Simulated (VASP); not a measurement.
# ScSi2 (P6/mmm) in VASP: single point with PBE

Aim: the single point of ScSi2 with PBE.

Program: VASP 6.6.1. These are calculated values, not measurements. Logs are shortened: lines on timing, memory, paths and dates and some standing lists are left out, and cuts for length are marked.

### Step 1. The cell of the first run

It takes space group P6/mmm (No. 191, hexagonal). Conventional cell: a = 3.660 Å, b = 3.660 Å, c = 3.870 Å, α = 90.00°, β = 90.00°, γ = 120.00°. Sc (site symmetry 6/mmm) has 12 Si at 2.87 Å and 8 Sc at 3.66 to 3.87 Å within 3.9 Å. Within 2.9 Å of Si (site symmetry -6m2) lie 3 Si at 2.11 Å and 6 Sc at 2.87 Å.

### Step 2. Single point, PBE

The input, INCAR:

```
SYSTEM = ScSi2
ALGO = Normal ; EDIFF = 1E-6
ENCUT = 500 ; GGA = PE
GGA_COMPAT = .False. ; ISIF = 2
ISMEAR = 0 ; LASPH = .True.
LCHARG = .False. ; LREAL = .False.
LWAVE = .False. ; NBANDS = 16
NELM = 120 ; PREC = Accurate
SIGMA = 0.15
```

The input, KPOINTS:

```
k-points
0
Gamma
  10 10 9
  0 0 0
```

The input, POSCAR:

```
ScSi2
1.0
    3.6600000000      0.0000000000      0.0000000000
   -1.8300000000      3.1696529800      0.0000000000
    0.0000000000      0.0000000000      3.8700000000
Sc Si
1 2
Direct
    0.0000000000      0.0000000000      0.0000000000
    0.3333333333      0.6666666667      0.5000000000
    0.6666666667      0.3333333333      0.5000000000
```

Potentials or basis: VASP PAW PBE potentials, release 64 (Sc_sv, Si).

Command:

```sh
cat potpaw_PBE.64/Sc_sv/POTCAR potpaw_PBE.64/Si/POTCAR > POTCAR
mpirun -np 1 vasp_std > vasp.out
```

OUTCAR:

```text
SYSTEM = ScSi2
   EDIFF = 1E-6
   ENCUT = 500
   GGA = PE
   ISIF = 2
   ISMEAR = 0
   LASPH = .True.
   LREAL = .False.
   NELM = 120
   PREC = Accurate

 ion  position               nearest neighbor table
   1  0.000  0.000  0.000-   2 2.87   3 2.87   2 2.87   3 2.87   3 2.87   3 2.87   2 2.87   2 2.87
                             3 2.87   3 2.87   2 2.87   2 2.87
   2  0.333  0.667  0.500-   3 2.11   3 2.11   3 2.11   1 2.87   1 2.87   1 2.87   1 2.87   1 2.87
                             1 2.87
   3  0.667  0.333  0.500-   2 2.11   2 2.11   2 2.11   1 2.87   1 2.87   1 2.87   1 2.87   1 2.87
                             1 2.87

  LATTYP: Found a hexagonal cell.
 ALAT       =     3.6600000000
 C/A-ratio  =     1.0573770492

  Lattice vectors:

 A1 = (   3.6600000000,   0.0000000000,   0.0000000000)
 A2 = (  -1.8300000000,   3.1696529800,   0.0000000000)
 A3 = (   0.0000000000,   0.0000000000,   3.8700000000)

Analysis of symmetry for initial positions (statically):
=====================================================================
 Subroutine PRICEL returns:
 Original cell was already a primitive cell.

 Routine SETGRP: Setting up the symmetry group for a
 hexagonal supercell.

 Subroutine GETGRP returns: Found 24 space group operations
 (whereof 24 operations were pure point group operations)
 out of a pool of 24 trial point group operations.

The static configuration has the point symmetry D_6h.

Analysis of symmetry for dynamics (positions and initial velocities):
=====================================================================
 Subroutine PRICEL returns:
 Original cell was already a primitive cell.

 Routine SETGRP: Setting up the symmetry group for a
 hexagonal supercell.

 Subroutine GETGRP returns: Found 24 space group operations
 (whereof 24 operations were pure point group operations)
 out of a pool of 24 trial point group operations.

The dynamic configuration has the point symmetry D_6h.

 Subroutine INISYM returns: Found 24 space group operations
 (whereof 24 operations are pure point group operations),
 and found     1 'primitive' translations

----------------------------------------------------------------------------------------

                                     Primitive cell

  volume of cell :      44.8956

  direct lattice vectors                    reciprocal lattice vectors
     3.660000000  0.000000000  0.000000000     0.273224044  0.157745975  0.000000000
    -1.830000000  3.169652980  0.000000000     0.000000000  0.315491950  0.000000000
     0.000000000  0.000000000  3.870000000     0.000000000  0.000000000  0.258397933

  length of vectors
     3.660000000  3.660000002  3.870000000     0.315491950  0.315491950  0.258397933

  position of ions in fractional coordinates (direct lattice)
     0.000000000  0.000000000  0.000000000
     0.333333333  0.666666667  0.500000000
     0.666666667  0.333333333  0.500000000

  ion indices of the primitive-cell ions
   primitive index   ion index
                 1           1
                 2           2
                 3           3

----------------------------------------------------------------------------------------

 KPOINTS: k-points

Automatic generation of k-mesh.
 Grid dimensions read from file:
 generate k-points for:   10   10    9

 Generating k-lattice:

  Cartesian coordinates                     Fractional coordinates (reciprocal lattice)
     0.027322404  0.015774598  0.000000000     0.100000000  0.000000000  0.000000000
     0.000000000  0.031549195  0.000000000     0.000000000  0.100000000  0.000000000
     0.000000000  0.000000000  0.028710881     0.000000000  0.000000000  0.111111111

  Length of vectors
     0.031549195  0.031549195  0.028710881

  Shift w.r.t. Gamma in fractional coordinates (k-lattice)
     0.000000000  0.000000000  0.000000000

 Subroutine IBZKPT returns following result:
 ===========================================

 Found     70 irreducible k-points:

 Following reciprocal coordinates:
            Coordinates               Weight
  0.000000  0.000000  0.000000      1.000000
  0.100000  0.000000  0.000000      6.000000
  0.200000  0.000000  0.000000      6.000000
  0.300000 -0.000000  0.000000      6.000000
  0.400000 -0.000000  0.000000      6.000000
  0.500000  0.000000  0.000000      3.000000
[... 16 lines left out ...]
  0.300000  0.100000  0.111111     24.000000
  0.400000  0.100000  0.111111     24.000000
 [... further k-points ...]
   k-points           NKPTS =     70   k-points in BZ     NKDIM =     70   number of bands    NBANDS=     16
   number of dos      NEDOS =    301   number of ions     NIONS =      3
   total plane-waves  NPLWV =  21952
   dimension x,y,z NGX =    28 NGY =   28 NGZ =   28
   dimension x,y,z NGXF=    56 NGYF=   56 NGZF=   56
   ions per type =               1   2
   NGX,Y,Z   is equivalent  to a cutoff of  12.72, 12.72, 12.03 a.u.
   NGXF,Y,Z  is equivalent  to a cutoff of  25.44, 25.44, 24.06 a.u.
 SYSTEM =  ScSi2
   PREC   = accura    normal or accurate (medium, high low for compatibility)
   ISTART =      0    job   : 0-new  1-cont  2-samecut
   ICHARG =      2    charge: 1-file 2-atom 10-const
   ISPIN  =      1    spin polarized calculation?
   LNONCOLLINEAR =      F non collinear calculations
   LSORBIT =      F    spin-orbit coupling
   LASPH  =      T    aspherical Exc in radial PAW
   ENCUT  =  500.0 eV  36.75 Ry    6.06 a.u.   6.67  6.67  7.06*2*pi/ulx,y,z
   NELM   =    120;   NELMIN=  2; NELMDL= -5     # of ELM steps
   EDIFF  = 0.1E-05   stopping-criterion for ELM
   LREAL  =      F    real-space projection
   EDIFFG = 0.1E-04   stopping-criterion for IOM
   NSW    =      0    number of steps for IOM
   IBRION =     -1    ionic relax: 0-MD 1-quasi-New 2-CG
   NFREE  =      0    steps in history (QN), initial steepest desc. (CG)
   ISIF   =      2    stress and relaxation
   ISYM   =      2    0-nonsym 1-usesym 2-fastsym
   POTIM  = 0.5000    time-step for ionic-motion
   TEBEG  =    0.0;   TEEND  =   0.0 temperature during run
   PSTRESS=    0.0 pullay stress
   NELECT =      19.0000    total number of electrons
   NUPDOWN=      -1.0000    fix difference up-down
   EMIN   =  10.00;   EMAX   =-10.00  energy-range for DOS
   EFERMI =   0.00;   METHOD = LEGACY
   ISMEAR =     0;   SIGMA  =   0.15  broadening in eV -4-tet -1-fermi 0-gaus
   EFERMI_NEDOS =   21; number of points for ismear=-14 and -15
   IALGO  =     38    algorithm
   IMIX   =      4    mixing-type and parameters
     AMIX     =   0.40;   BMIX     =  1.00
     AMIX_MAG =   1.60;   BMIX_MAG =  1.00
  volume/ion in A,a.u.               =      14.97       100.99
  Fermi-wavevector in a.u.,A,eV,Ry     =   1.229112  2.322685 20.554542  1.510716
  Thomas-Fermi vector in A             =   2.364012
   LORBIT       =      0    0 simple, 1 ext, 2 COOP (PROOUT), +10 PAW based schemes
   GGA     = PE    functional components
   LHFCALC =     F    Hartree Fock is set to
   AEXX    =    0.0000 exact exchange contribution
   IVDW    =     0    specifies the selected vdW correction
   LEPSILON=     F    determine dielectric tensor
   LRPA    =     F    only Hartree local field effects (RPA)
 non-spin polarized calculation
 Gauss-broadening in eV      SIGMA  =   0.15
  energy-cutoff  :      500.00
  volume of cell :       44.90
 maximum number of plane-waves:      1160
 NGX is ok and might be reduce to    28
   NGX = 13   NGY = 13   NGZ = 15

 number of electron      18.9999998 magnetization

 Free energy of the ion-electron system (eV)
  ---------------------------------------------------
  ext. energy  EPLUGINS =         0.00000000
  ---------------------------------------------------
  free energy    TOTEN  =       -17.35060209 eV

  energy without entropy =      -17.32839493  energy(sigma->0) =      -17.33949851

 E-fermi :   9.2256     XC(G=0): -11.2378

 val. band max:        9.2128165754   @ k =   0.1000   0.0000   0.4444
 cond. band min:       9.2352779829   @ k =   0.2000   0.1000   0.1111
 fundamental gap:      0.0224614074
 Fermi energy:         9.2256216644

 k-point     1 :       0.0000    0.0000    0.0000
  band No.  band energies     occupation
      1     -40.3479      2.00000
      2     -19.0479      2.00000
      3     -18.9830      2.00000
      4     -18.9830      2.00000
      5      -4.6414      2.00000
      6       5.6617      2.00000
[... 8 lines left out ...]
     15      11.8945      0.00000
     16      11.8945      0.00000

 k-point     2 :       0.1000    0.0000    0.0000
  band No.  band energies     occupation
      1     -40.3469      2.00000
      2     -19.0459      2.00000
      3     -18.9954      2.00000
      4     -18.9858      2.00000
      5      -4.4956      2.00000
      6       5.0025      2.00000
[... 8 lines left out ...]
     15      11.9736      0.00000
     16      12.2373      0.00000

 k-point     3 :       0.2000    0.0000    0.0000
  band No.  band energies     occupation
      1     -40.3442      2.00000
      2     -19.0407      2.00000
      3     -19.0275      2.00000
      4     -18.9931      2.00000
      5      -4.0645      2.00000
      6       3.4887      2.00000
[... 8 lines left out ...]
     15      12.9750      0.00000
     16      13.2113      0.00000

 k-point     4 :       0.3000   -0.0000    0.0000
  band No.  band energies     occupation
      1     -40.3409      2.00000
      2     -19.0669      2.00000
      3     -19.0342      2.00000
      4     -19.0021      2.00000
      5      -3.3683      2.00000
      6       1.8745      2.00000
[... 8 lines left out ...]
     15      14.1069      0.00000
     16      14.1538      0.00000

 k-point     5 :       0.4000   -0.0000    0.0000
  band No.  band energies     occupation
      1     -40.3382      2.00000
      2     -19.0984      2.00000
      3     -19.0290      2.00000
      4     -19.0094      2.00000
      5      -2.4552      2.00000
      6       0.3789      2.00000
[... 8 lines left out ...]
     15      13.3756      0.00000
     16      14.5497      0.00000

 k-point     6 :       0.5000    0.0000    0.0000
  band No.  band energies     occupation
      1     -40.3372      2.00000
      2     -19.1103      2.00000
      3     -19.0270      2.00000
      4     -19.0122      2.00000
      5      -1.7065      2.00000
      6      -0.5679      2.00000
[... 8 lines left out ...]
     15      12.3055      0.00000
     16      14.8619      0.00000
[... 267 lines left out ...]
 k-point    21 :       0.1000    0.1000    0.1111
  band No.  band energies     occupation
      1     -40.3447      2.00000
      2     -19.0506      2.00000
      3     -19.0157      2.00000
      4     -18.9911      2.00000
      5      -4.1283      2.00000
      6       4.0629      2.00000
[... 8 lines left out ...]
     15      12.1269      0.00000
     16      12.8053      0.00000

 k-point    22 :       0.2000    0.1000    0.1111
  band No.  band energies     occupation
      1     -40.3417      2.00000
      2     -19.0499      2.00000
      3     -19.0435      2.00000
      4     -19.0014      2.00000
      5      -3.5754      2.00000
      6       2.6551      2.00000
[... 8 lines left out ...]
     15      12.8353      0.00000
     16      14.0844      0.00000

 k-point    23 :       0.3000    0.1000    0.1111
  band No.  band energies     occupation
      1     -40.3387      2.00000
      2     -19.0820      2.00000
      3     -19.0378      2.00000
      4     -19.0118      2.00000
      5      -2.7823      2.00000
      6       1.1702      2.00000
[... 8 lines left out ...]
     15      13.2127      0.00000
     16      14.7211      0.00000

 k-point    24 :       0.4000    0.1000    0.1111
  band No.  band energies     occupation
      1     -40.3369      2.00000
      2     -19.1020      2.00000
      3     -19.0340      2.00000
      4     -19.0182      2.00000
      5      -1.8602      2.00000
      6      -0.1232      2.00000
[... 8 lines left out ...]
     15      12.9159      0.00000
     16      15.0006      0.00000

 [... further k-points ...]

------------------------ aborting loop because EDIFF is reached ----------------------------------------

  FORCE on cell =-STRESS in cart. coord.  units (eV):
  Direction    XX          YY          ZZ          XY          YZ          ZX
  --------------------------------------------------------------------------------------
  -------------------------------------------------------------------------------------
  Total       10.3814700     10.3814701      0.3903585      0.0000000      0.0000000     -0.0000000
  in kB      370.4807693    370.4807698     13.9306199      0.0000000      0.0000000     -0.0000000
  external PRESSURE =     251.6307197 kB  Pullay stress =       0.0000000 kB

 VOLUME and BASIS-vectors are now :
 -----------------------------------------------------------------------------
  energy-cutoff  :      500.00
  volume of cell :       44.90
      direct lattice vectors                 reciprocal lattice vectors
     3.660000000  0.000000000  0.000000000     0.273224044  0.157745975  0.000000000
    -1.830000000  3.169652980  0.000000000     0.000000000  0.315491950  0.000000000
     0.000000000  0.000000000  3.870000000     0.000000000  0.000000000  0.258397933

 POSITION                                       TOTAL-FORCE (eV/Angst)
 -----------------------------------------------------------------------------------
      0.00000      0.00000      0.00000        -0.000000      0.000000      0.000000
     -0.00000      2.11310      1.93500         0.000000     -0.000000      0.000000
      1.83000      1.05655      1.93500         0.000000      0.000000      0.000000
 -----------------------------------------------------------------------------------
    total drift:                               -0.000000      0.000000      0.000000

  FREE ENERGIE OF THE ION-ELECTRON SYSTEM (eV)
  ---------------------------------------------------
  free  energy   TOTEN  =       -17.3506020927 eV

  energy  without entropy=      -17.3283949316  energy(sigma->0) =      -17.33949851
```

It took 32 s on 1 thread of Intel Xeon Platinum 8375C at 2.90GHz (Ice Lake), shared host; peak memory 0.18 GiB.

What came out:

| Quantity | Value |
| --- | --- |
| Free energy | -17.3506 eV |
| Pressure | 25.2 GPa |
| Band gap on the k mesh | zero (an odd number of electrons rules out a gap without spin polarisation) |

Caveat: the stress differs along the axes, from 1 to 37 GPa.

The gap in the log of VASP goes by the Fermi energy; the results here count the filled bands.